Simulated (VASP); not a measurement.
# Rb (Im-3m) in VASP: a series of runs, part 2 of 2

VASP 6.6.1.

## (6) Single point, LDA (86.56 Å³/atom)

This run uses another cell than the first one, of 86.56 Å³/atom.

INCAR reads:

```
SYSTEM = Rb
PREC     = Accurate       ! precision mode
ENCUT    = 520            ! plane-wave cutoff, eV
EDIFF    = 1E-6           ! SCF threshold, eV
ISMEAR   = 0              ! smearing method
SIGMA    = 0.15           ! smearing width, eV
LREAL    = .False.        ! projectors in reciprocal space
LASPH    = .True.         ! aspherical terms in the spheres
NELM     = 100            ! most SCF steps
ALGO     = Normal         ! electronic algorithm
ISIF     = 2              ! what is computed and relaxed
LWAVE    = .False.        ! write WAVECAR
LCHARG   = .False.        ! write CHGCAR
GGA      = CA             ! functional
NBANDS   = 10             ! bands
```

KPOINTS reads:

```
regular mesh
0
Gamma
  14 14 14
  0 0 0
```

POSCAR reads:

```
Rb
1.0
   -2.7866176902      2.7866176902      2.7866176902
    2.7866176902     -2.7866176902      2.7866176902
    2.7866176902      2.7866176902     -2.7866176902
Rb
1
Direct
    0.0000000000      0.0000000000      0.0000000000
```

Potentials or basis: VASP PAW LDA potentials, release 64 (Rb_sv).

On the command line:

```bash
$ cat potpaw_LDA.64/Rb_sv/POTCAR > POTCAR
$ mpirun -np 1 vasp_std > vasp.out
```

OUTCAR:

```text
SYSTEM = Rb
   PREC = Accurate
   ENCUT = 520
   EDIFF = 1E-6
   ISMEAR = 0
   LREAL = .False.
   LASPH = .True.
   NELM = 100
   ISIF = 2
   GGA = CA

 ion  position               nearest neighbor table
   1  0.000  0.000  0.000-

  LATTYP: Found a body centered cubic cell.
 ALAT       =     5.5732353804

  Lattice vectors:

 A1 = (  -2.7866176902,   2.7866176902,   2.7866176902)
 A2 = (   2.7866176902,  -2.7866176902,   2.7866176902)
 A3 = (   2.7866176902,   2.7866176902,  -2.7866176902)

Analysis of symmetry for initial positions (statically):
=====================================================================
 Subroutine PRICEL returns:
 Original cell was already a primitive cell.

 Routine SETGRP: Setting up the symmetry group for a
 body centered cubic supercell.

 Subroutine GETGRP returns: Found 48 space group operations
 (whereof 48 operations were pure point group operations)
 out of a pool of 48 trial point group operations.

The static configuration has the point symmetry O_h .

[... 154 lines left out ...]
  free energy    TOTEN  =        -1.05533909 eV

  energy without entropy =       -1.04492719  energy(sigma->0) =       -1.05013314

 E-fermi :  -0.1024     XC(G=0):  -5.8067

 val. band max:       -0.1058863087   @ k =   0.3571   0.0714   0.0714
 cond. band min:      -0.0510208113   @ k =   0.3571   0.1429   0.0000
 fundamental gap:      0.0548654974
 Fermi energy:        -0.1023955868

 k-point     1 :       0.0000    0.0000    0.0000
  band No.  band energies     occupation
      1     -28.8681      2.00000
      2     -12.9630      2.00000
      3     -12.9630      2.00000
      4     -12.9630      2.00000
      5      -2.1494      2.00000
      6       3.5246      0.00000
      7       3.5246      0.00000
      8       3.5246      0.00000
      9       4.5344      0.00000
     10       4.5344      0.00000
[... 287 lines left out ...]
 k-point    24 :       0.3571    0.2857    0.0000
  band No.  band energies     occupation
      1     -28.8619      2.00000
      2     -13.0525      2.00000
      3     -13.0344      2.00000
      4     -12.9774      2.00000
      5       0.8526      0.00000
      6       0.9725      0.00000
      7       1.4110      0.00000
      8       3.8876      0.00000
      9       4.6560      0.00000
     10       4.8143      0.00000

 [... further k-points ...]
[... 5 lines left out ...]
  --------------------------------------------------------------------------------------
  -------------------------------------------------------------------------------------
  Total       -0.1724176     -0.1724176     -0.1724176     -0.0000000     -0.0000000      0.0000000
  in kB       -3.1915374     -3.1915374     -3.1915374     -0.0000000     -0.0000000      0.0000000
  external PRESSURE =      -3.1915374 kB  Pullay stress =       0.0000000 kB

 VOLUME and BASIS-vectors are now :
 -----------------------------------------------------------------------------
  energy-cutoff  :      520.00
  volume of cell :       86.56
      direct lattice vectors                 reciprocal lattice vectors
    -2.786617690  2.786617690  2.786617690     0.000000000  0.179428991  0.179428991
     2.786617690 -2.786617690  2.786617690     0.179428991  0.000000000  0.179428991
     2.786617690  2.786617690 -2.786617690     0.179428991  0.179428991  0.000000000

 POSITION                                       TOTAL-FORCE (eV/Angst)
 -----------------------------------------------------------------------------------
      0.00000      0.00000      0.00000        -0.000000     -0.000000      0.000000
 -----------------------------------------------------------------------------------
    total drift:                               -0.000000     -0.000000      0.000000

  FREE ENERGIE OF THE ION-ELECTRON SYSTEM (eV)
  ---------------------------------------------------
  free  energy   TOTEN  =        -1.0553390855 eV

  energy  without entropy=       -1.0449271897  energy(sigma->0) =       -1.05013314
```

OSZICAR:

```text
N       E                     dE             d eps       ncg     rms          rms(c)
DAV:   1     0.423304462501E+02    0.42330E+02   -0.33996E+03  2080   0.669E+02
DAV:   2     0.164749397327E+01   -0.40683E+02   -0.39503E+02  2290   0.126E+02
DAV:   3    -0.920988680987E+00   -0.25685E+01   -0.25610E+01  2706   0.321E+01
DAV:   4    -0.105418463944E+01   -0.13320E+00   -0.13291E+00  3002   0.611E+00
DAV:   5    -0.105623607891E+01   -0.20514E-02   -0.20513E-02  2804   0.719E-01    0.128E+00
DAV:   6    -0.105541387455E+01    0.82220E-03   -0.20896E-03  2986   0.248E-01    0.771E-01
DAV:   7    -0.105530120823E+01    0.11267E-03   -0.28186E-03  2924   0.279E-01    0.492E-02
DAV:   8    -0.105533309535E+01   -0.31887E-04   -0.11826E-04  2480   0.834E-02    0.135E-02
DAV:   9    -0.105533910919E+01   -0.60138E-05   -0.89343E-06  3000   0.201E-02    0.542E-03
DAV:  10    -0.105533908548E+01    0.23705E-07   -0.29457E-06  2462   0.922E-03
   1 F= -.10553391E+01 E0= -.10501331E+01  d E =-.104119E-01
```

stdout:

```text
POSCAR found type information on POSCAR Rb
 POSCAR found :  1 types and       1 ions
 scaLAPACK will be used
 LDA part: xc-table for (Slater(with rela. corr.)+CA(PZ))
 , standard interpolation
 POSCAR, INCAR and KPOINTS ok, starting setup
 FFT: planning ... GRIDC
 FFT: planning ... GRID_SOFT
 FFT: planning ... GRID
 WAVECAR not read
 entering main loop
```

Run time: 25 s. Hardware: 1 thread of AMD EPYC 9R45 (Zen 5), shared host; peak memory 0.19 GiB.

Results:

```yaml
Free_energy: -1.0553 eV
Pressure: -0.3 GPa
Band_gap_on_the_k_mesh: zero (an odd number of electrons rules out a gap without spin polarisation)
```

## (7) Single point, LDA (90.73 Å³/atom)

This run uses another cell than the first one, of 90.73 Å³/atom.

INCAR reads:

```
SYSTEM = Rb
PREC = Accurate ; ENCUT = 520
EDIFF = 1E-6 ; ISMEAR = 0
SIGMA = 0.15 ; LREAL = .FALSE.
LASPH = .TRUE. ; NELM = 60
ALGO = Fast ; ISIF = 2
LWAVE = .FALSE. ; LCHARG = .FALSE.
NBANDS = 10
```

KPOINTS reads:

```
regular mesh
0
G
  14 14 14
  0 0 0
```

POSCAR reads:

```
Rb
1.0
   -2.8306787902      2.8306787902      2.8306787902
    2.8306787902     -2.8306787902      2.8306787902
    2.8306787902      2.8306787902     -2.8306787902
Rb
1
Direct
    0.0000000000      0.0000000000      0.0000000000
```

Potentials or basis: VASP PAW LDA potentials, release 64 (Rb_sv).

On the command line:

```bash
$ cat potpaw_LDA.64/Rb_sv/POTCAR > POTCAR
$ mpirun -np 1 vasp_std > vasp.out
```

OUTCAR:

```text
SYSTEM = Rb
   PREC = Accurate
   ENCUT = 520
   EDIFF = 1E-6
   ISMEAR = 0
   LREAL = .FALSE.
   LASPH = .TRUE.
   NELM = 60
   ISIF = 2

 ion  position               nearest neighbor table
   1  0.000  0.000  0.000-

  LATTYP: Found a body centered cubic cell.
 ALAT       =     5.6613575804

  Lattice vectors:

 A1 = (  -2.8306787902,   2.8306787902,   2.8306787902)
 A2 = (   2.8306787902,  -2.8306787902,   2.8306787902)
 A3 = (   2.8306787902,   2.8306787902,  -2.8306787902)

Analysis of symmetry for initial positions (statically):
=====================================================================
 Subroutine PRICEL returns:
 Original cell was already a primitive cell.

 Routine SETGRP: Setting up the symmetry group for a
 body centered cubic supercell.

 Subroutine GETGRP returns: Found 48 space group operations
 (whereof 48 operations were pure point group operations)
 out of a pool of 48 trial point group operations.

The static configuration has the point symmetry O_h .

Analysis of symmetry for dynamics (positions and initial velocities):
=====================================================================
[... 158 lines left out ...]

 val. band max:       -0.2066787649   @ k =   0.3571   0.0714   0.0714
 cond. band min:      -0.1536810768   @ k =   0.3571   0.1429   0.0000
 fundamental gap:      0.0529976882
 Fermi energy:        -0.2050269889

 k-point     1 :       0.0000    0.0000    0.0000
  band No.  band energies     occupation
      1     -28.9971      2.00000
      2     -13.0971      2.00000
      3     -13.0971      2.00000
      4     -13.0971      2.00000
      5      -2.1880      2.00000
      6       3.3793      0.00000
      7       3.3793      0.00000
      8       3.3793      0.00000
      9       4.3536      0.00000
     10       4.3536      0.00000
[... 287 lines left out ...]
 k-point    24 :       0.3571    0.2857    0.0000
  band No.  band energies     occupation
      1     -28.9922      2.00000
      2     -13.1732      2.00000
      3     -13.1579      2.00000
      4     -13.1094      2.00000
      5       0.7354      0.00000
      6       0.8501      0.00000
      7       1.2877      0.00000
      8       3.6487      0.00000
      9       4.4593      0.00000
     10       4.6165      0.00000

 [... further k-points ...]
[... 5 lines left out ...]
  --------------------------------------------------------------------------------------
  -------------------------------------------------------------------------------------
  Total       -0.2358578     -0.2358578     -0.2358578      0.0000000     -0.0000000      0.0000000
  in kB       -4.1651346     -4.1651346     -4.1651346      0.0000000     -0.0000000      0.0000000
  external PRESSURE =      -4.1651346 kB  Pullay stress =       0.0000000 kB

 VOLUME and BASIS-vectors are now :
 -----------------------------------------------------------------------------
  energy-cutoff  :      520.00
  volume of cell :       90.73
      direct lattice vectors                 reciprocal lattice vectors
    -2.830678790  2.830678790  2.830678790     0.000000000  0.176636078  0.176636078
     2.830678790 -2.830678790  2.830678790     0.176636078  0.000000000  0.176636078
     2.830678790  2.830678790 -2.830678790     0.176636078  0.176636078  0.000000000

 POSITION                                       TOTAL-FORCE (eV/Angst)
 -----------------------------------------------------------------------------------
      0.00000      0.00000      0.00000        -0.000000     -0.000000      0.000000
 -----------------------------------------------------------------------------------
    total drift:                               -0.000000     -0.000000      0.000000

  FREE ENERGIE OF THE ION-ELECTRON SYSTEM (eV)
  ---------------------------------------------------
  free  energy   TOTEN  =        -1.0457751530 eV

  energy  without entropy=       -1.0352967510  energy(sigma->0) =       -1.04053595
```

OSZICAR:

```text
N       E                     dE             d eps       ncg     rms          rms(c)
DAV:   1     0.413639109069E+02    0.41364E+02   -0.33076E+03  2080   0.656E+02
DAV:   2     0.161082573865E+01   -0.39753E+02   -0.39082E+02  2284   0.124E+02
DAV:   3    -0.914845518223E+00   -0.25257E+01   -0.25203E+01  2738   0.317E+01
DAV:   4    -0.104383513988E+01   -0.12899E+00   -0.12863E+00  2946   0.590E+00
DAV:   5    -0.104633869559E+01   -0.25036E-02   -0.25034E-02  2828   0.764E-01    0.120E+00
RMM:   6    -0.104570781663E+01    0.63088E-03   -0.13558E-03  2600   0.230E-01    0.730E-01
RMM:   7    -0.104572483742E+01   -0.17021E-04   -0.28620E-03  2781   0.313E-01    0.452E-02
RMM:   8    -0.104576939591E+01   -0.44558E-04   -0.25673E-04  3226   0.923E-02    0.894E-03
RMM:   9    -0.104577327230E+01   -0.38764E-05   -0.54288E-05  3420   0.332E-02    0.752E-03
RMM:  10    -0.104577477295E+01   -0.15006E-05   -0.14047E-05  3298   0.162E-02    0.434E-03
RMM:  11    -0.104577515300E+01   -0.38006E-06   -0.37174E-06  2738   0.813E-03
   1 F= -.10457752E+01 E0= -.10405360E+01  d E =-.104784E-01
```

Wall time 34 s (1 thread of AMD EPYC 9R45 (Zen 5), shared host); peak memory 0.19 GiB.

Results:

* Free energy: -1.0458 eV
* Pressure: -0.4 GPa
* Band gap on the k mesh: zero (an odd number of electrons rules out a gap without spin polarisation)

Levels at points of the mesh, in eV from the Fermi level:
```csv
k point,band 3,band 4,band 5,band 6,band 7,band 8
"(0.00, 0.00, 0.00)",-12.89,-12.89,-1.98,3.58,3.58,3.58
"(0.50, 0.00, 0.00)",-12.93,-12.89,0.21,0.84,2.53,4.15
"(0.50, 0.50, 0.50)",-12.96,-12.96,1.28,1.28,3.26,3.26
```

## (8) Overview

```tsv
cell	gap on the mesh (eV)	pressure (GPa)
a = 4.403 Å, angles 109.5°, 1 atom	none	0.8
a = 4.494 Å, angles 109.5°, 1 atom	none	0.5
a = 4.582 Å, angles 109.5°, 1 atom	none	0.2
a = 4.748 Å, angles 109.5°, 1 atom	none	-0.2
a = 4.827 Å, angles 109.5°, 1 atom	none	-0.3
a = 4.903 Å, angles 109.5°, 1 atom	none	-0.4
```

Alike in all rows: task single point; level LDA; potentials or basis VASP PAW LDA potentials, release 64 (Rb_sv); no spin polarisation; k mesh 14 × 14 × 14; cutoff (eV) 520; smearing gaussian 0.15 eV.

Absolute energies hang on the potentials; compare differences alone.
